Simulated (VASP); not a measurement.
The system is K.

```
CELL_PARAMETERS angstrom
4.76240 0.00000 0.00000
-2.38120 4.12436 0.00000
0.00000 0.00000 7.82997
ATOMIC_POSITIONS crystal
K 0.33333 0.66667 0.25000
K 0.66667 0.33333 0.75000
```

This isn't the form of K at room conditions, which is bcc.

- Program: VASP 6.6.1
- Task: relaxation of cell and atoms
- Functional: PBEsol
- Potentials or basis: VASP PAW PBE potentials, release 64 (K_sv)
- Cutoff: 600 eV
- k mesh: 7 × 7 × 4
- Occupations: fermi-dirac, width 0.1 eV
- Spin: no spin polarisation

At the start: pressure -0.2 GPa; volume 76.90 Å³/atom.

Question: How do energy, volume and symmetry change on relaxing?

Answer: Over 3 steps the energy falls by 4.4 meV/atom and the volume is 72.27 Å³/atom (-6.0 %); space group P6_3/mmc (No. 194, to 0.1 Å) before and after.

Step by step:
```tsv
step	energy change (eV)	largest force (eV/Å)	pressure (GPa)	volume (Å³)
1	0.0000	0.0000	-0.24	153.79
2	-0.0036	0.0000	-0.19	151.22
3	-0.0088	0.0000	-0.05	144.55
```

Final structure:
```
K
1.0
     4.65846    0.00000    0.00000
    -2.32923    4.03434    0.00000
     0.00000    0.00000    7.69113
K
2
Direct
  0.33333 0.66667 0.25000
  0.66667 0.33333 0.75000
```

Caveat: the PAW data sets were made with another functional, which shifts forces and pressure a little.
